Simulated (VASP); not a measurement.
Input of a VASP 6.6.1 run:

File INCAR:

```
PREC = Accurate
ENCUT = 520
EDIFF = 1E-6
ISMEAR = 0
SIGMA = 0.02
LREAL = F
LASPH = T
NELM = 100
ALGO = Normal
ISIF = 2
LWAVE = F
LCHARG = F
GGA = PE
NBANDS = 31
```

Contents of KPOINTS:

```
Automatic mesh
0
Gamma
  8 4 4
```

The input POSCAR:

```
Al3InAs4
1.0
    4.2597003436      0.0000000000      0.0000000000
    0.0000000000      4.2618078822      6.0293296414
    0.0000000000     -4.2618078822      6.0293296414
Al In As
3 1 4
Direct
    0.0000000000      0.0004665052      0.0004665052
    0.5000000000      0.4992128218      1.0004624303
    0.5000000000      1.0004624303      0.4992128218
    0.0000000000      0.5002772541      0.5002772541
    0.0000000000      0.8903550467      0.3700015714
    0.5000000000      0.3642661338      0.3642661338
    0.0000000000      0.3700015714      0.8903550467
    0.5000000000      0.8749592368      0.8749592368
```

Potentials or basis: VASP PAW PBE potentials, release 64 (Al, In_d, As).

The run is started by

```bash
$ cat potpaw_PBE.64/Al/POTCAR potpaw_PBE.64/In_d/POTCAR potpaw_PBE.64/As/POTCAR > POTCAR
$ mpirun -np 1 vasp_std > vasp.out
```

Q: What does it give for the pressure?

A: -4.7 GPa.

Q: Estimate the band gap on the k mesh.

A: 0.38 eV.

Forces in eV/Å, atoms in the order of the input:
```
Al   0.000  0.000  0.002
Al   0.000 -0.006  0.001
Al   0.000  0.006  0.001
In   0.000  0.000 -0.002
As   0.000 -0.005 -0.004
As   0.000  0.000  0.005
As   0.000  0.005 -0.004
As   0.000  0.000  0.001
```

Caveat: the cell stands under tension; semilocal functionals underestimate gaps, and a narrow one can read as zero; spin-orbit coupling is left out, which moves the levels of the heavy elements.
